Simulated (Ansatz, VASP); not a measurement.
## Two plane-wave programs on HfO2

```
CELL_PARAMETERS angstrom
3.55127 -0.17124 0.01201
-0.17124 3.64477 0.05298
0.01746 0.07701 5.35518
ATOMIC_POSITIONS crystal
Hf 0.46460 0.44341 0.50297
Hf 0.93675 0.97147 0.98498
O 0.02840 0.56615 0.70527
O 0.51489 0.03321 0.77998
O 0.49720 0.94547 0.34119
O 0.05816 0.54029 0.18562
```

Change from the starting cell: all atoms moved at random (sigma 0.22 Å a component), cell strained at random (sigma 0.03).

Alike in both runs: task single point; functional r2SCAN; k mesh 6 × 6 × 6; occupations gaussian, width 0.05 eV; no spin polarisation.

```csv
,VASP,Ansatz
version,VASP 6.6.1,Ansatz 0.2.0
potentials or method,"VASP PAW PBE potentials, release 64 (Hf_pv, O), cutoff 520 eV","scalar-relativistic, plane waves, PAW"
valence electrons in the cell,44,76
```

VASP gave:

```
gap on the k mesh at the Fermi level (eV)                     : 3.87
least direct gap on the mesh (eV)                             : 4.20
pressure (GPa)                                                : 0.4
traceless stress, the component that is largest in VASP (GPa) : 14.44
rms of the force components (eV/Å)                            : 1.958
```

What did Ansatz give for the same quantities?

gap on the k mesh at the Fermi level (eV): 3.90; least direct gap on the mesh (eV): 4.23; pressure (GPa): 3.3; traceless stress, the component that is largest in VASP (GPa): 14.01; rms of the force components (eV/Å): 1.983.

VASP's potentials were made for PBE, not for r2SCAN. Atom by atom the forces differ by 0.048 eV/Å (rms over components). With one functional, cell and mesh, what is left measures potentials, basis and numerics. VASP's potentials hold 44 valence electrons a cell and Ansatz's 76, so a difference there can come from the potentials and not from the codes.

Neither program's run includes spin-orbit coupling.
